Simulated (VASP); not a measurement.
A run of VASP 6.6.1 is set up as follows.

INCAR

```
  PREC = Accurate
  ENCUT = 520
  EDIFF = 1E-6
  ISMEAR = 0
  SIGMA = 0.1
  LREAL = F
  LASPH = T
  NELM = 150
  ALGO = Normal
  ISIF = 2
  LWAVE = F
  LCHARG = T
  ISPIN = 2
  MAGMOM = 3.38 0 0 0 0
  LORBIT = 11
  LMAXMIX = 4
  GGA = PE
  LELF = T
  LVHAR = T
  NBANDS = 26
```

Contents of KPOINTS:

```
Automatic mesh
0
Gamma
  12 12 8
```

POSCAR

```
FeB3Pt
1.0
    4.1167201610      0.0000000000      0.0000000000
   -2.0583600805      3.5651842397      0.0000000000
    0.0000000000      0.0000000000      5.0889039217
Fe B Pt
1 3 1
Direct
    0.0000000000      0.0000000000      0.0000000000
    0.5000000000      0.0000000000      0.5000000000
    0.0000000000      0.5000000000      0.5000000000
    0.5000000000      0.5000000000      0.5000000000
    0.0000000000      0.0000000000      0.5000000000
```

Potentials or basis: VASP PAW PBE potentials, release 64 (Fe, B, Pt).

The run is started by

```console
$ cat potpaw_PBE.64/Fe/POTCAR potpaw_PBE.64/B/POTCAR potpaw_PBE.64/Pt/POTCAR > POTCAR
$ mpirun -np 1 vasp_std > vasp.out
```

(1) What does it give for the pressure?

(2) Estimate the net moment.

(3) Estimate the site moments.

Results:

(1) -0.1 GPa.

(2) 2.94 μB per cell.

(3) Fe +3.10; B -0.02; Pt -0.02 μB.

Caveat: a cell with one magnetic atom can't hold antiferromagnetic order, which such compounds often take.
